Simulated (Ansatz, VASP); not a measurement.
**ScW: VASP beside Ansatz**

```
CELL_PARAMETERS angstrom
2.77237 -2.77680 0.00000
2.77237 2.77680 0.00000
0.00000 0.00000 2.64818
ATOMIC_POSITIONS crystal
Sc 0.00000 0.00000 0.50000
W 0.50000 0.50000 0.50000
```

Alike in both runs: functional PBE; k mesh 6 × 6 × 6; occupations gaussian, width 0.2 eV; no spin polarisation.

Ansatz relaxed the structure, and its values are those at the end. VASP's run is a single point on that final structure, the one shown.

```csv
,VASP,Ansatz
version,VASP 6.6.1,Ansatz 0.2.0
potentials or method,"VASP PAW PBE potentials, release 64 (Sc_sv, W_sv), cutoff 520 eV","scalar-relativistic, plane waves, PAW"
valence electrons in the cell,25,25
```

```tsv
	VASP	Ansatz	Ansatz less VASP
gap on the k mesh at the Fermi level (eV)	none	none	-
pressure (GPa)	0.1	-0.1	-0.26
```

A gap of «none» marks a metal or a gap that the smearing closes.

The k mesh is coarse, so the values compare programs but aren't converged. Neither program's run includes spin-orbit coupling.
